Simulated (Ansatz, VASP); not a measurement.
# YZr2O2: VASP beside Ansatz

The input INCAR:

```
SYSTEM = YZr2O2
PREC = Accurate ; ENCUT = 600
EDIFF = 1E-6 ; ISMEAR = 0
SIGMA = 0.1 ; LREAL = .FALSE.
LASPH = .TRUE. ; NELM = 100
ALGO = Normal ; ISIF = 3
LWAVE = .FALSE. ; LCHARG = .FALSE.
GGA = PE ; IBRION = 2
NSW = 100 ; EDIFFG = -0.01
```

KPOINTS

```
regular mesh
0
G
  12 12 6
  0 0 0
```

File POSCAR:

```
YZr2O2
1.0
    5.4195660545      0.0000000000      0.0000000000
   -2.7097830273      4.6934818807      0.0000000000
    0.0000000000      0.0000000000      6.0766253071
Y Zr O
1 2 2
Direct
    0.6666666667      0.3333333333      0.5000000000
    0.3333333333      0.6666666667      0.6975067480
    0.3333333333      0.6666666667      0.3024932520
    0.6666666667      0.3333333333      0.0000000000
    0.3333333333      0.6666666667      0.0000000000
```

Input for Ansatz:

```yaml
crystal:
  lattice:
    - [5.4195660545, 0.0, 0.0]
    - [-2.7097830273, 4.6934818807, 0.0]
    - [0.0, 0.0, 6.0766253071]
  atoms:
    - { symbol: "Y", position: [0.6666666667, 0.3333333333, 0.5] }
    - { symbol: Zr, position: [0.3333333333, 0.6666666667, 0.697506748] }
    - { symbol: Zr, position: [0.3333333333, 0.6666666667, 0.302493252] }
    - { symbol: O, position: [0.6666666667, 0.3333333333, 0.0] }
    - { symbol: O, position: [0.3333333333, 0.6666666667, 0.0] }
basis:
  ecutwfc: 420
kpoints:
  mp_grid: { grid: [12, 12, 6] }
hamiltonian:
  xc: pbe
scf:
  occupations: { method: gaussian, width: 0.1 }
output:
  forces: true
  stress: true
  eigenvalues: true
  write_density: true
  write_potential: true
  elf: true
  volumetric_format: npy
relax:
  adjacent_minimum: "off"
  f_tol: 0.01
  max_steps: 80
  cell: { stress_tol: 0.05 }
```

Alike in both runs: task relaxation of cell and atoms; functional PBE; k mesh 12 × 12 × 6; occupations gaussian, width 0.1 eV; no spin polarisation.

|  | VASP | Ansatz |
| --- | --- | --- |
| version | VASP 6.6.1 | Ansatz 0.2.0 |
| potentials or method | VASP PAW PBE potentials, release 64 (Y_sv, Zr_sv, O), cutoff 600 eV | scalar-relativistic, plane waves, PAW |
| valence electrons in the cell | 47 | 47 |

|  | VASP | Ansatz | Ansatz less VASP |
| --- | --- | --- | --- |
| gap on the k mesh at the Fermi level, each at its own relaxed structure (eV) | none | none | - |
| relaxed volume (Å³/atom) | 31.09 | 31.14 | +0.050 |
| relaxed length of the cell vector where the two differ most in proportion (Å) | 5.430 | 5.439 | +0.0084 |

A gap of «none» marks a metal or a gap that the smearing closes.
